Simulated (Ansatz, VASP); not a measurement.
**MgAu: VASP beside Ansatz**

```xyz
2
Lattice="3.3019 0.0000 0.0000 0.0000 3.3019 0.0000 0.0000 0.0000 3.3019" Properties=species:S:1:pos:R:3 pbc="T T T"
Mg    1.6509    1.6509    1.6509
Au    0.0000    0.0000    0.0000
```

Change from the starting cell: volume scaled by 1.04.

Alike in both runs: task single point; functional LDA; k mesh 13 × 13 × 13; occupations fermi-dirac, width 0.05 eV; no spin polarisation.

|  | VASP | Ansatz |
| --- | --- | --- |
| version | VASP 6.6.1 | Ansatz 0.2.0 |
| potentials or method | VASP PAW LDA potentials, release 64 (Mg, Au), cutoff 520 eV | all-electron LAPW, scalar-relativistic |

|  | VASP | Ansatz | Ansatz less VASP |
| --- | --- | --- | --- |
| pressure (GPa) | -6.9 | -6.5 | +0.38 |

LDA's correlation is that of Perdew and Zunger in VASP and of Perdew and Wang (1992) in Ansatz. Ansatz ran all-electron here, and VASP with PAW potentials.

Spin-orbit coupling is off throughout.
